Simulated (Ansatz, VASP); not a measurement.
# ZnF2 in VASP and in Ansatz

```
Zn F
1.0
     4.74368    0.00000    0.00000
     0.00000    4.74368    0.00000
     0.00000    0.00000    3.15970
Zn F
2 4
Direct
  0.00000 0.00000 0.00000
  0.50000 0.50000 0.50000
  0.30240 0.30240 0.00000
  0.19760 0.80240 0.50000
  0.69760 0.69760 0.00000
  0.80240 0.19760 0.50000
```

Alike in both runs: task single point; functional PBE; k mesh 4 × 4 × 6; no spin polarisation.

```csv
,VASP,Ansatz
version,VASP 6.6.1,Ansatz 0.2.0
potentials or method,"VASP PAW PBE potentials, release 64 (Zn, F), cutoff 600 eV","plane waves, PAW"
occupations,"gaussian, width 0.01 eV",fixed
valence electrons in the cell,52,52
```

|  | VASP | Ansatz | Ansatz less VASP |
| --- | --- | --- | --- |
| pressure (GPa) | 3.4 | 2.9 | -0.53 |
| traceless stress, the component that is largest in VASP (GPa) | 0.16 | 0.00 | -0.161 |
